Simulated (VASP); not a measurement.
# Ru (R-3m) in VASP: notebook

Runs on Ru. Level: PBE. Tasks: single point.

Program: VASP 6.6.1. These are calculated values, not measurements. Logs are shortened: lines on timing, memory, paths and dates and some standing lists are left out, and cuts for length are marked.

### Step 1. The cell of the first run

Symmetry: R-3m, No. 166, trigonal system. Conventional cell: a = 2.671 Å, b = 2.671 Å, c = 6.715 Å, α = 90.00°, β = 90.00°, γ = 120.00°. Ru (site symmetry -3m) has 12 Ru at 2.67 to 2.72 Å within 3.5 Å.

### Step 2. Single point, PBE

Input file INCAR:

```
SYSTEM = Ru
ALGO = Fast
EDIFF = 1E-6
ENCUT = 520
GGA = PE
ISIF = 2
ISMEAR = 0
LASPH = .True.
LCHARG = .False.
LREAL = .False.
LWAVE = .False.
NBANDS = 13
NELM = 100
PREC = Accurate
SIGMA = 0.15
```

Input file KPOINTS:

```
k-points
0
Gamma
  20 20 20
  0 0 0
```

Input file POSCAR:

```
Ru
1.0
    0.0333389707      1.9217535246      1.9217535246
    1.9217535246      0.0333389707      1.9217535246
    1.9217535246      1.9217535246      0.0333389707
Ru
1
Direct
    0.0000000000      0.0000000000      0.0000000000
```

Potentials or basis: VASP PAW PBE potentials, release 64 (Ru_pv).

The run is started by

```console
$ cat potpaw_PBE.64/Ru_pv/POTCAR > POTCAR
$ mpirun -np 1 vasp_std > vasp.out
```

OUTCAR:

```text
SYSTEM = Ru
   EDIFF = 1E-6
   ENCUT = 520
   GGA = PE
   ISIF = 2
   ISMEAR = 0
   LASPH = .True.
   LREAL = .False.
   NELM = 100
   PREC = Accurate

 ion  position               nearest neighbor table
   1  0.000  0.000  0.000-

  LATTYP: Found a trigonal (rhomboedric) cell.
 ALAT       =     2.7179743754
 COS(alpha) =     0.5172703643

  Lattice vectors:

 A1 = (   0.0333389707,   1.9217535246,   1.9217535246)
 A2 = (   1.9217535246,   0.0333389707,   1.9217535246)
 A3 = (   1.9217535246,   1.9217535246,   0.0333389707)

Analysis of symmetry for initial positions (statically):
=====================================================================
 Subroutine PRICEL returns:
 Original cell was already a primitive cell.

 Routine SETGRP: Setting up the symmetry group for a
 trigonal (rhombohedral) supercell.

 Subroutine GETGRP returns: Found 12 space group operations
 (whereof 12 operations were pure point group operations)
 out of a pool of 12 trial point group operations.

The static configuration has the point symmetry D_3d.

Analysis of symmetry for dynamics (positions and initial velocities):
=====================================================================
 Subroutine PRICEL returns:
 Original cell was already a primitive cell.

 Routine SETGRP: Setting up the symmetry group for a
 trigonal (rhombohedral) supercell.

 Subroutine GETGRP returns: Found 12 space group operations
 (whereof 12 operations were pure point group operations)
 out of a pool of 12 trial point group operations.

The dynamic configuration has the point symmetry D_3d.

 Subroutine INISYM returns: Found 12 space group operations
 (whereof 12 operations are pure point group operations),
 and found     1 'primitive' translations

----------------------------------------------------------------------------------------

                                     Primitive cell

  volume of cell :      13.8253

  direct lattice vectors                    reciprocal lattice vectors
     0.033338971  1.921753525  1.921753525    -0.267049284  0.262495459  0.262495459
     1.921753525  0.033338971  1.921753525     0.262495459 -0.267049284  0.262495459
     1.921753525  1.921753525  0.033338971     0.262495459  0.262495459 -0.267049284

  length of vectors
     2.717974375  2.717974375  2.717974375     0.457299740  0.457299740  0.457299740

  position of ions in fractional coordinates (direct lattice)
     0.000000000  0.000000000  0.000000000

  ion indices of the primitive-cell ions
   primitive index   ion index
                 1           1

----------------------------------------------------------------------------------------

 KPOINTS: k-points

Automatic generation of k-mesh.
 Grid dimensions read from file:
 generate k-points for:   20   20   20

 Generating k-lattice:

  Cartesian coordinates                     Fractional coordinates (reciprocal lattice)
    -0.013352464  0.013124773  0.013124773     0.050000000  0.000000000  0.000000000
     0.013124773 -0.013352464  0.013124773     0.000000000  0.050000000  0.000000000
     0.013124773  0.013124773 -0.013352464     0.000000000  0.000000000  0.050000000

  Length of vectors
     0.022864987  0.022864987  0.022864987

  Shift w.r.t. Gamma in fractional coordinates (k-lattice)
     0.000000000  0.000000000  0.000000000

 Subroutine IBZKPT returns following result:
 ===========================================

 Found    781 irreducible k-points:

 Following reciprocal coordinates:
            Coordinates               Weight
  0.000000  0.000000  0.000000      1.000000
  0.050000  0.000000  0.000000      6.000000
  0.100000  0.000000  0.000000      6.000000
  0.150000  0.000000  0.000000      6.000000
  0.200000  0.000000  0.000000      6.000000
  0.250000  0.000000  0.000000      6.000000
[... 16 lines left out ...]
 -0.400000  0.050000 -0.000000     12.000000
 -0.350000  0.050000 -0.000000     12.000000
 [... further k-points ...]
   k-points           NKPTS =    781   k-points in BZ     NKDIM =    781   number of bands    NBANDS=     13
   number of dos      NEDOS =    301   number of ions     NIONS =      1
   total plane-waves  NPLWV =   8000
   dimension x,y,z NGX =    20 NGY =   20 NGZ =   20
   dimension x,y,z NGXF=    40 NGYF=   40 NGZF=   40
   ions per type =               1
   NGX,Y,Z   is equivalent  to a cutoff of  12.23, 12.23, 12.23 a.u.
   NGXF,Y,Z  is equivalent  to a cutoff of  24.47, 24.47, 24.47 a.u.
 SYSTEM =  Ru
   PREC   = accura    normal or accurate (medium, high low for compatibility)
   ISTART =      0    job   : 0-new  1-cont  2-samecut
   ICHARG =      2    charge: 1-file 2-atom 10-const
   ISPIN  =      1    spin polarized calculation?
   LNONCOLLINEAR =      F non collinear calculations
   LSORBIT =      F    spin-orbit coupling
   LASPH  =      T    aspherical Exc in radial PAW
   ENCUT  =  520.0 eV  38.22 Ry    6.18 a.u.   5.05  5.05  5.05*2*pi/ulx,y,z
   NELM   =    100;   NELMIN=  2; NELMDL= -5     # of ELM steps
   EDIFF  = 0.1E-05   stopping-criterion for ELM
   LREAL  =      F    real-space projection
   EDIFFG = 0.1E-04   stopping-criterion for IOM
   NSW    =      0    number of steps for IOM
   IBRION =     -1    ionic relax: 0-MD 1-quasi-New 2-CG
   NFREE  =      0    steps in history (QN), initial steepest desc. (CG)
   ISIF   =      2    stress and relaxation
   ISYM   =      2    0-nonsym 1-usesym 2-fastsym
   POTIM  = 0.5000    time-step for ionic-motion
   TEBEG  =    0.0;   TEEND  =   0.0 temperature during run
   PSTRESS=    0.0 pullay stress
   NELECT =      14.0000    total number of electrons
   NUPDOWN=      -1.0000    fix difference up-down
   EMIN   =  10.00;   EMAX   =-10.00  energy-range for DOS
   EFERMI =   0.00;   METHOD = LEGACY
   ISMEAR =     0;   SIGMA  =   0.15  broadening in eV -4-tet -1-fermi 0-gaus
   EFERMI_NEDOS =   21; number of points for ismear=-14 and -15
   IALGO  =     68    algorithm
   IMIX   =      4    mixing-type and parameters
     AMIX     =   0.40;   BMIX     =  1.00
     AMIX_MAG =   1.60;   BMIX_MAG =  1.00
  volume/ion in A,a.u.               =      13.83        93.30
  Fermi-wavevector in a.u.,A,eV,Ry     =   1.643967  3.106647 36.771480  2.702628
  Thomas-Fermi vector in A             =   2.734012
   LORBIT       =      0    0 simple, 1 ext, 2 COOP (PROOUT), +10 PAW based schemes
   GGA     = PE    functional components
   LHFCALC =     F    Hartree Fock is set to
   AEXX    =    0.0000 exact exchange contribution
   IVDW    =     0    specifies the selected vdW correction
   LEPSILON=     F    determine dielectric tensor
   LRPA    =     F    only Hartree local field effects (RPA)
 non-spin polarized calculation
 RMM-DIIS sequential band-by-band and
 Gauss-broadening in eV      SIGMA  =   0.15
  energy-cutoff  :      520.00
  volume of cell :       13.83
 maximum number of plane-waves:       382
   NGX = 11   NGY = 11   NGZ = 11

 number of electron      14.0000003 magnetization

 Free energy of the ion-electron system (eV)
  ---------------------------------------------------
  ext. energy  EPLUGINS =         0.00000000
  ---------------------------------------------------
  free energy    TOTEN  =        -9.11573302 eV

  energy without entropy =       -9.10117905  energy(sigma->0) =       -9.10845603

 E-fermi :  12.4369     XC(G=0): -14.0054

 val. band max:       12.4344628028   @ k =  -0.3500  -0.4500   0.2500
 cond. band min:      12.4371907180   @ k =  -0.3000   0.2000  -0.0000
 fundamental gap:      0.0027279152
 Fermi energy:        12.4369366585

 k-point     1 :       0.0000    0.0000    0.0000
  band No.  band energies     occupation
      1     -30.0253      2.00000
      2     -29.9808      2.00000
      3     -29.9808      2.00000
      4       4.6307      2.00000
      5       9.6721      2.00000
      6      10.0310      2.00000
      7      10.0310      2.00000
      8      12.3125      1.75944
      9      12.3125      1.75944
     10      22.9908      0.00000
     11      27.4903      0.00000
     12      32.6310      0.00000
     13      33.4152      0.00000

 k-point     2 :       0.0500    0.0000    0.0000
  band No.  band energies     occupation
      1     -30.0319      2.00000
      2     -30.0038      2.00000
      3     -29.9847      2.00000
      4       4.7377      2.00000
      5       9.7075      2.00000
      6       9.9812      2.00000
      7      10.0824      2.00000
      8      12.2788      1.86392
      9      12.2810      1.85841
     10      22.9908      0.00000
     11      27.6714      0.00000
     12      32.5930      0.00000
     13      33.0607      0.00000

 k-point     3 :       0.1000    0.0000    0.0000
  band No.  band energies     occupation
      1     -30.0902      2.00000
      2     -30.0313      2.00000
      3     -29.9959      2.00000
      4       5.0467      2.00000
      5       9.7354      2.00000
      6       9.9200      2.00000
      7      10.2232      2.00000
      8      12.1974      1.97609
      9      12.2049      1.97131
     10      22.9907      0.00000
     11      28.1754      0.00000
     12      31.5318      0.00000
     13      33.4330      0.00000

 k-point     4 :       0.1500    0.0000    0.0000
  band No.  band energies     occupation
      1     -30.2064      2.00000
      2     -30.0471      2.00000
      3     -30.0133      2.00000
      4       5.5158      2.00000
      5       9.6001      2.00000
      6      10.0261      2.00000
      7      10.4043      2.00000
      8      12.1278      1.99644
      9      12.1440      1.99426
     10      22.9907      0.00000
     11      28.8612      0.00000
     12      30.2250      0.00000
     13      34.2470      0.00000

 k-point     5 :       0.2000    0.0000    0.0000
  band No.  band energies     occupation
      1     -30.3528      2.00000
      2     -30.0652      2.00000
      3     -30.0351      2.00000
      4       6.0519      2.00000
      5       9.5224      2.00000
      6      10.1209      2.00000
      7      10.5306      2.00000
      8      12.1641      1.98990
      9      12.2041      1.97185
     10      22.9906      0.00000
     11      28.7858      0.00000
     12      29.6565      0.00000
     13      35.3374      0.00000
[... 257 lines left out ...]
 k-point    22 :      -0.4500    0.0500   -0.0000
  band No.  band energies     occupation
      1     -30.9976      2.00000
      2     -30.1592      2.00000
      3     -30.1441      2.00000
      4       6.5878      2.00000
      5       9.6129      2.00000
      6       9.9610      2.00000
      7      12.7388      0.00443
      8      13.9340      0.00000
      9      14.9463      0.00000
     10      22.5878      0.00000
     11      22.9981      0.00000
     12      27.2662      0.00000
     13      33.0244      0.00000

 k-point    23 :      -0.4000    0.0500   -0.0000
  band No.  band energies     occupation
      1     -30.9447      2.00000
      2     -30.1545      2.00000
      3     -30.1324      2.00000
      4       6.6498      2.00000
      5       9.6893      2.00000
      6      10.0368      2.00000
      7      12.1836      1.98308
      8      13.6001      0.00000
      9      14.5907      0.00000
     10      22.9857      0.00000
     11      23.4910      0.00000
     12      27.6134      0.00000
     13      33.4412      0.00000

 k-point    24 :      -0.3500    0.0500   -0.0000
  band No.  band energies     occupation
      1     -30.8500      2.00000
      2     -30.1431      2.00000
      3     -30.1154      2.00000
      4       6.7377      2.00000
      5       9.8179      2.00000
      6      10.1667      2.00000
      7      11.3197      2.00000
      8      13.1372      0.00000
      9      14.0801      0.00000
     10      22.9896      0.00000
     11      24.7385      0.00000
     12      28.2623      0.00000
     13      34.2158      0.00000

 [... further k-points ...]

------------------------ aborting loop because EDIFF is reached ----------------------------------------

  FORCE on cell =-STRESS in cart. coord.  units (eV):
  Direction    XX          YY          ZZ          XY          YZ          ZX
  --------------------------------------------------------------------------------------
  -------------------------------------------------------------------------------------
  Total        0.0316326      0.0316326      0.0316326     -0.3627939     -0.3627939     -0.3627939
  in kB        3.6658241      3.6658241      3.6658241    -42.0433507    -42.0433507    -42.0433507
  external PRESSURE =       3.6658241 kB  Pullay stress =       0.0000000 kB

 VOLUME and BASIS-vectors are now :
 -----------------------------------------------------------------------------
  energy-cutoff  :      520.00
  volume of cell :       13.83
      direct lattice vectors                 reciprocal lattice vectors
     0.033338971  1.921753525  1.921753525    -0.267049284  0.262495459  0.262495459
     1.921753525  0.033338971  1.921753525     0.262495459 -0.267049284  0.262495459
     1.921753525  1.921753525  0.033338971     0.262495459  0.262495459 -0.267049284

 POSITION                                       TOTAL-FORCE (eV/Angst)
 -----------------------------------------------------------------------------------
      0.00000      0.00000      0.00000         0.000000     -0.000000     -0.000000
 -----------------------------------------------------------------------------------
    total drift:                                0.000000     -0.000000      0.000000

  FREE ENERGIE OF THE ION-ELECTRON SYSTEM (eV)
  ---------------------------------------------------
  free  energy   TOTEN  =        -9.1157330204 eV

  energy  without entropy=       -9.1011790470  energy(sigma->0) =       -9.10845603
```

Run time: 61 s. Hardware: 1 thread of Intel Xeon Platinum 8488C (Sapphire Rapids), shared host; peak memory 0.24 GiB.

Results:

| Item | Value |
| --- | --- |
| Free energy | -9.1157 eV |
| Pressure | 0.4 GPa |
| Band gap on the k mesh | zero (band 7 reaches 14.62 eV, above the bottom of band 8 at 11.21 eV) |

Stress tensor (GPa, compression positive):
```
 0.37 -4.20 -4.20
-4.20  0.37 -4.20
-4.20 -4.20  0.37
```

### Step 3. Single point, PBE

Input file INCAR:

```
ALGO     = Fast           # electronic algorithm
EDIFF    = 1E-6           # SCF threshold, eV
ENCUT    = 520            # plane-wave cutoff, eV
GGA      = PE             # functional
ISIF     = 2              # what is computed and relaxed
ISMEAR   = 0              # smearing method
LASPH    = True           # aspherical terms in the spheres
LCHARG   = True           # write CHGCAR
LELF     = True           # ELF
LREAL    = False          # projectors in reciprocal space
LVHAR    = True         
LWAVE    = False          # write WAVECAR
NBANDS   = 13             # bands
NELM     = 60             # most SCF steps
PREC     = Accurate       # precision mode
SIGMA    = 0.15           # smearing width, eV
```

Input file KPOINTS:

```
k-points
0
Gamma
  20 20 20
```

Input file POSCAR:

```
Ru
1.0
    0.1000169121      1.9550924953      1.9550924953
    1.9550924953      0.1000169121      1.9550924953
    1.9550924953      1.9550924953      0.1000169121
Ru
1
Direct
    0.0000000000      0.0000000000      0.0000000000
```

Potentials or basis: VASP PAW PBE potentials, release 64 (Ru_pv).

The run is started by

```console
$ cat potpaw_PBE.64/Ru_pv/POTCAR > POTCAR
$ mpirun -np 1 vasp_std > vasp.out
```

Wall time 75 s (1 thread of Intel Xeon Platinum 8488C (Sapphire Rapids), shared host); peak memory 0.25 GiB.

Results (log left out):

```yaml
Free_energy: -9.0419 eV
Pressure: 3.1 GPa
Band_gap_on_the_k_mesh: zero (band 7 reaches 14.61 eV, above the bottom of band 8 at 11.20 eV)
```

Stress tensor (GPa, compression positive):
```
  3.13 -12.32 -12.32
-12.32   3.13 -12.32
-12.32 -12.32   3.13
```

Levels at points of the mesh, in eV from the Fermi level:
```csv
k point,band 3,band 4,band 5,band 6,band 7,band 8,band 9,band 10,band 11,band 12
"(0.00, 0.00, 0.00)",-42.38,-7.82,-3.25,-2.27,-2.27,-0.04,-0.04,10.56,14.96,19.31
"(0.50, 0.00, 0.00)",-42.58,-5.98,-3.30,-2.09,1.29,1.30,2.14,10.31,10.57,14.49
"(0.50, 0.50, 0.00)",-42.74,-6.27,-5.81,1.48,2.13,2.38,3.64,10.56,12.48,13.53
"(0.50, 0.50, 0.50)",-42.47,-5.99,-2.51,-2.51,0.21,1.52,1.52,8.70,10.56,15.25
```

### Step 4. Single point, PBE

This run uses another cell than the first one, of the same volume but with other edges.

Input file INCAR:

```
SYSTEM = Ru
PREC = Accurate ; ENCUT = 520
EDIFF = 1E-7 ; ISMEAR = 0
SIGMA = 0.15 ; LREAL = .False.
LASPH = .True. ; NELM = 60
ALGO = Fast ; ISIF = 2
LWAVE = .False. ; LCHARG = .False.
GGA = PE ; NBANDS = 13
```

Input file KPOINTS:

```
regular mesh
0
Gamma
  20 20 20
  0 0 0
```

Input file POSCAR:

```
Ru
1.0
   -0.1000169121      1.8550755833      1.8550755833
    1.8550755833     -0.1000169121      1.8550755833
    1.8550755833      1.8550755833     -0.1000169121
Ru
1
Direct
    0.0000000000      0.0000000000      0.0000000000
```

The run is started by

```console
$ cat potpaw_PBE.64/Ru_pv/POTCAR > POTCAR
$ mpirun -np 1 vasp_std > vasp.out
```

It took 81 s on 1 thread of Intel Xeon Platinum 8488C (Sapphire Rapids), shared host; peak memory 0.24 GiB.

Results (log left out):

| Property | Result |
| --- | --- |
| Free energy | -9.0361 eV |
| Pressure | 3.2 GPa |
| Band gap on the k mesh | zero (band 7 reaches 14.59 eV, above the bottom of band 8 at 11.06 eV) |

Stress tensor (GPa, compression positive):
```
 3.22 12.83 12.83
12.83  3.22 12.83
12.83 12.83  3.22
```

Levels at points of the mesh, in eV from the Fermi level:
```csv
k point,band 5,band 6,band 7,band 8,band 9,band 10
"(0.00, 0.00, 0.00)",-3.00,-3.00,-1.75,-0.05,-0.05,10.56
"(0.50, 0.00, 0.00)",-3.22,-1.92,0.73,1.22,1.89,9.54
"(0.50, 0.50, 0.00)",-5.80,1.47,2.11,2.40,3.64,10.56
"(0.50, 0.50, 0.50)",-2.89,-2.89,1.92,1.96,1.96,10.56
```

### Step 5. Summary

```csv
cell,further INCAR settings,gap on the mesh (eV),pressure (GPa)
"a = 2.718 Å, angles 58.9°, 1 atom",ALGO = Fast; EDIFF = 1e-06; NBANDS = 13,none,0.4
"a = 2.767 Å, angles 56.6°, 1 atom",ALGO = Fast; EDIFF = 1e-06; NBANDS = 13,none,3.1
"a = 2.625 Å, angles 63.5°, 1 atom",ALGO = Fast; EDIFF = 1e-07; NBANDS = 13,none,3.2
```

Alike in all rows: task single point; level PBE; potentials or basis VASP PAW PBE potentials, release 64 (Ru_pv); no spin polarisation; k mesh 20 × 20 × 20; cutoff (eV) 520; smearing gaussian 0.15 eV.

Absolute energies hang on the potentials; compare differences alone.
